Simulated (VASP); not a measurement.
GaS:

```xyz
8
Lattice="3.5850 0.0000 0.0000 -1.7925 3.1047 0.0000 0.0000 0.0000 15.5000" Properties=species:S:1:pos:R:3 pbc="T T T"
Ga    1.7925    1.0349   12.8650
Ga    0.0000    2.0698    5.1150
Ga    1.7925    1.0349   10.3850
Ga    0.0000    2.0698    2.6350
S     1.7925    1.0349    6.2000
S     0.0000    2.0698   13.9500
S     1.7925    1.0349    1.5500
S     0.0000    2.0698    9.3000
```

Base run:

| Property | Result |
| --- | --- |
| Program | VASP 6.6.1 |
| Functional | PBE |
| Dispersion | D2 |
| Potentials or basis | VASP PAW PBE potentials, release 64 (Ga_d, S) |
| Cutoff | 520 eV |
| k mesh | 6 × 6 × 2 |
| Occupations | gaussian, width 0.02 eV |
| Spin | no spin polarisation |

Its results: band gap on the k mesh 1.59 eV (least direct gap 1.66 eV); pressure -0.6 GPa; largest force 0.327 eV/Å.

Problem. The run is repeated on the same cell with these changes: dispersion from D2 to TS. What comes out?

Solution. Band gap on the k mesh 1.59 eV (least direct gap 1.66 eV); pressure 0.7 GPa; largest force 0.345 eV/Å.

A k mesh can miss the band edges.
